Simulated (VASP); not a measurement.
# Re (P6_3/mmc) in VASP: single point with r2SCAN

Aim: the single point of Re with r2SCAN.

Program: VASP 6.6.1. These are calculated values, not measurements. Logs are shortened: lines on timing, memory, paths and dates and some standing lists are left out, and cuts for length are marked.

## 1. The cell of the first run

Symmetry: P6_3/mmc, No. 194, hexagonal system. The conventional cell has a = 2.710 Å, b = 2.710 Å, c = 8.756 Å, α = 90.00°, β = 90.00°, γ = 120.00°. Re (site symmetry -6m2) has 12 Re at 2.69 to 2.71 Å within 3.5 Å. Re (site symmetry -3m) has 12 Re at 2.69 to 2.71 Å within 3.5 Å.

## 2. Single point, r2SCAN, non-collinear spin, zero start, spin-orbit coupling

Contents of POSCAR:

```
Re
1.0
    2.7099146624      0.0000000000      0.0000000000
   -1.3549573311      2.3468549397      0.0000000000
    0.0000000000      0.0000000000      8.7563685467
Re
4
Direct
    0.6666666667      0.3333333333      0.7500000000
    0.0000000000      0.0000000000      0.5000000000
    0.3333333333      0.6666666667      0.2500000000
    0.0000000000      0.0000000000      0.0000000000
```

Contents of INCAR.step1:

```
PREC = Accurate
ENCUT = 520
ISMEAR = -1
SIGMA = 0.05
LREAL = F
LASPH = T
NELM = 150
MAGMOM = 0 0 0 0 0 0 0 0 0 0 0 0
LSORBIT = T
GGA_COMPAT = F
LMAXMIX = 4
NBANDS = 42
GGA = PE
ALGO = Normal
EDIFF = 1E-4
LWAVE = T
LCHARG = F
```

Contents of INCAR.step2:

```
PREC = Accurate
ENCUT = 520
EDIFF = 1E-6
ISMEAR = -1
SIGMA = 0.05
LREAL = F
LASPH = T
NELM = 150
ALGO = Normal
ISIF = 2
LWAVE = F
LCHARG = F
MAGMOM = 0 0 0 0 0 0 0 0 0 0 0 0
LORBIT = 11
LSORBIT = T
GGA_COMPAT = F
LORBMOM = T
LMAXMIX = 4
METAGGA = R2SCAN
LMIXTAU = T
NBANDS = 42
ISTART = 1
```

Contents of KPOINTS:

```
regular mesh
0
Gamma
  11 11 3
```

Potentials or basis: VASP PAW PBE potentials, release 64 (Re).

On the command line:

```sh
$ cat potpaw_PBE.64/Re/POTCAR > POTCAR
$ cp INCAR.step1 INCAR
$ mpirun -np 1 vasp_ncl > vasp.out
$ cp INCAR.step2 INCAR
$ mpirun -np 1 vasp_ncl > vasp.out
```

OUTCAR:

```text
PREC = Accurate
   ENCUT = 520
   EDIFF = 1E-6
   ISMEAR = -1
   LREAL = F
   LASPH = T
   NELM = 150
   ISIF = 2
   LORBIT = 11
   LSORBIT = T
   METAGGA = R2SCAN
   ISTART = 1

 ion  position               nearest neighbor table
   1  0.667  0.333  0.750-   2 2.69   4 2.69   2 2.69   4 2.69   2 2.69   4 2.69
   2  0.000  0.000  0.500-   1 2.69   3 2.69   3 2.69   1 2.69   1 2.69   3 2.69
   3  0.333  0.667  0.250-   2 2.69   4 2.69   2 2.69   4 2.69   2 2.69   4 2.69
   4  0.000  0.000  0.000-   1 2.69   3 2.69   3 2.69   1 2.69   1 2.69   3 2.69

  LATTYP: Found a hexagonal cell.
 ALAT       =     2.7099146624
 C/A-ratio  =     3.2312340563

  Lattice vectors:

 A1 = (   2.7099146624,   0.0000000000,   0.0000000000)
 A2 = (  -1.3549573311,   2.3468549397,   0.0000000000)
 A3 = (   0.0000000000,   0.0000000000,   8.7563685467)

Analysis of symmetry for initial positions (statically):
=====================================================================
 Subroutine PRICEL returns:
 Original cell was already a primitive cell.

 Routine SETGRP: Setting up the symmetry group for a
 hexagonal supercell.

 Subroutine GETGRP returns: Found 24 space group operations
 (whereof 12 operations were pure point group operations)
 out of a pool of 24 trial point group operations.

The static configuration has the point symmetry D_3d.
 The point group associated with its full space group is D_6h.

Analysis of symmetry for dynamics (positions and initial velocities):
=====================================================================
 Subroutine PRICEL returns:
 Original cell was already a primitive cell.

 Routine SETGRP: Setting up the symmetry group for a
 hexagonal supercell.

 Subroutine GETGRP returns: Found 24 space group operations
 (whereof 12 operations were pure point group operations)
 out of a pool of 24 trial point group operations.

The dynamic configuration has the point symmetry D_3d.
 The point group associated with its full space group is D_6h.

Analysis of structural, dynamic, and magnetic symmetry:
=====================================================================
 Subroutine PRICEL returns:
 Original cell was already a primitive cell.

 Routine SETGRP: Setting up the symmetry group for a
 hexagonal supercell.

 Subroutine GETGRP returns: Found 24 space group operations
 (whereof 12 operations were pure point group operations)
 out of a pool of 24 trial point group operations.

The overall configuration has the point symmetry D_3d.
 The point group associated with its full space group is D_6h.

 Subroutine INISYM returns: Found 24 space group operations
 (whereof 12 operations are pure point group operations),
 and found     1 'primitive' translations

----------------------------------------------------------------------------------------

                                     Primitive cell

  volume of cell :      55.6885

  direct lattice vectors                    reciprocal lattice vectors
     2.709914662  0.000000000  0.000000000     0.369015310  0.213051089  0.000000000
    -1.354957331  2.346854940  0.000000000     0.000000000  0.426102177  0.000000000
     0.000000000  0.000000000  8.756368547     0.000000000  0.000000000  0.114202594

  length of vectors
     2.709914662  2.709914662  8.756368547     0.426102177  0.426102177  0.114202594

  position of ions in fractional coordinates (direct lattice)
     0.666666667  0.333333333  0.750000000
     0.000000000  0.000000000  0.500000000
     0.333333333  0.666666667  0.250000000
     0.000000000  0.000000000  0.000000000

  ion indices of the primitive-cell ions
   primitive index   ion index
                 1           1
                 2           2
                 3           3
                 4           4

----------------------------------------------------------------------------------------

 KPOINTS: regular mesh

[... 113 lines left out ...]
  ext. energy  EPLUGINS =         0.00000000
  ---------------------------------------------------
  free energy    TOTEN  =      -210.85210414 eV

  energy without entropy =     -210.82602915  energy(sigma->0) =     -210.83906665

 E-fermi :   8.5132     XC(G=0): -15.3358

 val. band max:        8.5046947858   @ k =   0.2727   0.0909   0.0000
 cond. band min:       8.5273857265   @ k =   0.0909   0.0909   0.0000
 fundamental gap:      0.0226909407
 Fermi energy:         8.5131706774

 k-point     1 :       0.0000    0.0000    0.0000
  band No.  band energies     occupation
      1      -2.3426      1.00000
      2      -2.3426      1.00000
      3       0.1779      1.00000
      4       0.1779      1.00000
      5       0.2480      1.00000
      6       0.2480      1.00000
[... 1021 lines left out ...]
     39      10.7078      0.00000
     40      10.7078      0.00000

 [... further k-points ...]

 [bands above 40 left out]

------------------------ aborting loop because EDIFF is reached ----------------------------------------

  FORCE on cell =-STRESS in cart. coord.  units (eV):
  Direction    XX          YY          ZZ          XY          YZ          ZX
  --------------------------------------------------------------------------------------
  -------------------------------------------------------------------------------------
  Total        8.5597590      8.5597590      8.6207727      0.0000000     -0.0000000      0.0000000
  in kB      246.2670041    246.2670041    248.0223881      0.0000000     -0.0000000      0.0000000
  external PRESSURE =     246.8521321 kB  Pullay stress =       0.0000000 kB

 VOLUME and BASIS-vectors are now :
 -----------------------------------------------------------------------------
  energy-cutoff  :      520.00
  volume of cell :       55.69
      direct lattice vectors                 reciprocal lattice vectors
     2.709914662  0.000000000  0.000000000     0.369015310  0.213051089  0.000000000
    -1.354957331  2.346854940  0.000000000     0.000000000  0.426102177  0.000000000
     0.000000000  0.000000000  8.756368547     0.000000000  0.000000000  0.114202594

 POSITION                                       TOTAL-FORCE (eV/Angst)
 -----------------------------------------------------------------------------------
      1.35496      0.78228      6.56728        -0.000000     -0.000000     -0.000000
      0.00000      0.00000      4.37818         0.000000      0.000000      0.000000
     -0.00000      1.56457      2.18909         0.000000      0.000000      0.000000
      0.00000      0.00000      0.00000         0.000000      0.000000      0.000000
 -----------------------------------------------------------------------------------
    total drift:                                0.000000     -0.000000      0.000000

  FREE ENERGIE OF THE ION-ELECTRON SYSTEM (eV)
  ---------------------------------------------------
  free  energy   TOTEN  =      -210.8521041430 eV

  energy  without entropy=     -210.8260291486  energy(sigma->0) =     -210.83906665

 orbital moment (x)

 # of ion     p       d       tot
 ----------------------------------------
  1        -0.000   0.000   0.000
  2        -0.000   0.000   0.000
  3        -0.000  -0.000  -0.000
  4         0.000  -0.000  -0.000
 ----------------------------------------
           -0.000   0.000   0.000

 orbital moment (y)

 # of ion     p       d       tot
 ----------------------------------------
  1        -0.000  -0.000  -0.000
  2         0.000   0.000   0.000
  3        -0.000  -0.000  -0.000
  4        -0.000  -0.000  -0.000
 ----------------------------------------
           -0.000  -0.000  -0.000

 orbital moment (z)

 # of ion     p       d       tot
 ----------------------------------------
  1        -0.000   0.000   0.000
  2        -0.000   0.000   0.000
  3         0.000   0.000   0.000
  4         0.000   0.000   0.000
 ----------------------------------------
           -0.000   0.000   0.000

 Spin-Orbit-Coupling matrix elements

 Ion:    1  E_soc:     -0.6365457
 l=   1
     0.0000000    -0.0420839    -0.0415197
    -0.0420839     0.0000000    -0.0420839
    -0.0415197    -0.0420839     0.0000000
 l=   2
     0.0000000    -0.0125216     0.0000000    -0.0125216    -0.0521433
    -0.0125216     0.0000000    -0.0386795    -0.0129964    -0.0125216
     0.0000000    -0.0386795     0.0000000    -0.0386795     0.0000000
    -0.0125216    -0.0129964    -0.0386795     0.0000000    -0.0125216
    -0.0521433    -0.0125216     0.0000000    -0.0125216     0.0000000
 l=   3
     0.0000000     0.0000000     0.0000000     0.0000000     0.0000000     0.0000000     0.0000000
     0.0000000     0.0000000     0.0000000     0.0000000     0.0000000     0.0000000     0.0000000
     0.0000000     0.0000000     0.0000000     0.0000000     0.0000000     0.0000000     0.0000000
     0.0000000     0.0000000     0.0000000     0.0000000     0.0000000     0.0000000     0.0000000
[... 49 lines left out ...]
 l=   2
     0.0000000    -0.0129241     0.0000000    -0.0129241    -0.0509606
    -0.0129241     0.0000000    -0.0379844    -0.0125886    -0.0129241
     0.0000000    -0.0379844     0.0000000    -0.0379844     0.0000000
    -0.0129241    -0.0125886    -0.0379844     0.0000000    -0.0129241
    -0.0509606    -0.0129241     0.0000000    -0.0129241     0.0000000
 l=   3
     0.0000000     0.0000000     0.0000000     0.0000000     0.0000000     0.0000000     0.0000000
     0.0000000     0.0000000     0.0000000     0.0000000     0.0000000     0.0000000     0.0000000
     0.0000000     0.0000000     0.0000000     0.0000000     0.0000000     0.0000000     0.0000000
     0.0000000     0.0000000     0.0000000     0.0000000     0.0000000     0.0000000     0.0000000
     0.0000000     0.0000000     0.0000000     0.0000000     0.0000000     0.0000000     0.0000000
     0.0000000     0.0000000     0.0000000     0.0000000     0.0000000     0.0000000     0.0000000
     0.0000000     0.0000000     0.0000000     0.0000000     0.0000000     0.0000000     0.0000000

 total charge

# of ion       s       p       d       tot
------------------------------------------
    1        0.649   0.751   4.920   6.320
    2        0.648   0.752   4.955   6.355
    3        0.649   0.751   4.920   6.320
    4        0.648   0.752   4.955   6.355
--------------------------------------------------
tot          2.594   3.006  19.749  25.349

 magnetization (x)

# of ion       s       p       d       tot
------------------------------------------
    1        0.000   0.000   0.000   0.000
    2        0.000   0.000  -0.000  -0.000
    3        0.000   0.000   0.000   0.000
    4        0.000  -0.000   0.000  -0.000
--------------------------------------------------
tot          0.000   0.000  -0.000  -0.000

 magnetization (y)

# of ion       s       p       d       tot
------------------------------------------
    1        0.000   0.000   0.000   0.000
    2        0.000   0.000   0.000   0.000
    3        0.000  -0.000   0.000  -0.000
    4        0.000   0.000  -0.000  -0.000
--------------------------------------------------
tot          0.000   0.000  -0.000   0.000

 magnetization (z)

# of ion       s       p       d       tot
------------------------------------------
    1        0.000   0.000   0.000   0.000
    2        0.000  -0.000   0.000   0.000
    3        0.000   0.000   0.000   0.000
    4        0.000   0.000   0.000   0.000
--------------------------------------------------
tot          0.000   0.000   0.000   0.000
```

Wall time 15 min (1 thread of Intel Xeon 8259CL, shared host); peak memory 0.39 GiB.

What came out:

```
Free energy                                           : -210.8521 eV
Pressure                                              : 24.7 GPa
Net moment                                            : 0.00 μB per cell
Valence electrons inside the program's atomic spheres : Re 6.32, 6.36 (each value once)
```

Moments on the atoms (μB; x, y, z):
```
Re  0.00 0.00 0.00
Re  0.00 0.00 0.00
Re  0.00 0.00 0.00
Re  0.00 0.00 0.00
```

Caveat: the cell stands under pressure; the PAW data sets were made with another functional, which shifts forces and pressure a little.
